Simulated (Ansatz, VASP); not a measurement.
# Two plane-wave programs on Pb

Contents of INCAR:

```
SYSTEM = Pb
PREC = Accurate
ENCUT = 520
EDIFF = 1E-7
ISMEAR = -1
SIGMA = 0.1
LREAL = .False.
LASPH = .True.
NELM = 80
ALGO = Normal
ISIF = 2
LWAVE = .False.
LCHARG = .False.
GGA = PS
NBANDS = 21
```

Contents of KPOINTS:

```
Automatic mesh
0
Gamma
  12 12 8
  0 0 0
```

POSCAR

```
Pb
1.0
   -2.9794969925      2.9306183260      1.6058347447
    2.9306183260     -2.9794969925      1.6058347447
    3.0503565056      3.0503565056     -1.6953561120
Pb
2
Direct
    0.9976815058      0.0023184942      0.0000000000
    0.7523184942      0.2476815058      0.5000000000
```

Input for Ansatz:

```yaml
crystal:
  lattice:
    - [-2.9794969925, 2.930618326, 1.6058347447]
    - [2.930618326, -2.9794969925, 1.6058347447]
    - [3.0503565056, 3.0503565056, -1.695356112]
  atoms:
    - { symbol: Pb, position: [0.9976815058, 0.0023184942, 0.0] }
    - { symbol: Pb, position: [0.7523184942, 0.2476815058, 0.5] }
hamiltonian:
  xc: pbesol
  pseudopotentials:
    kind: paw
    azcp:
      Pb: "pseudopotentials/Pb.paw.azcp"
basis:
  ecutwfc: 420
  fft_grid_basis: typed
kpoints:
  mp_grid: { grid: [12, 12, 8], shift: [0, 0, 0] }
magnetization:
  spin_polarized: false
scf:
  occupations: { method: fermi_dirac, width: 0.1 }
  lower_state_search: "off"
output:
  stress: true
```

Alike in both runs: task single point; functional PBEsol; k mesh 12 × 12 × 8; occupations fermi-dirac, width 0.1 eV; no spin polarisation.

|  | VASP | Ansatz |
| --- | --- | --- |
| version | VASP 6.6.1 | Ansatz 0.2.0 |
| potentials or method | VASP PAW PBE potentials, release 64 (Pb_d), cutoff 520 eV | plane waves (420 eV) with PAW, scalar-relativistic |
| valence electrons in the cell | 28 | 28 |

|  | VASP | Ansatz | Ansatz less VASP |
| --- | --- | --- | --- |
| pressure (GPa) | 4.5 | 4.6 | +0.09 |
| traceless stress, the component that is largest in VASP (GPa) | 0.19 | 0.19 | +0.003 |

VASP's potentials were made for PBE, not for PBEsol, and Ansatz warns of the same on its side. With one functional, cell and mesh, what is left measures potentials, basis and numerics.

Spin-orbit coupling is off throughout.
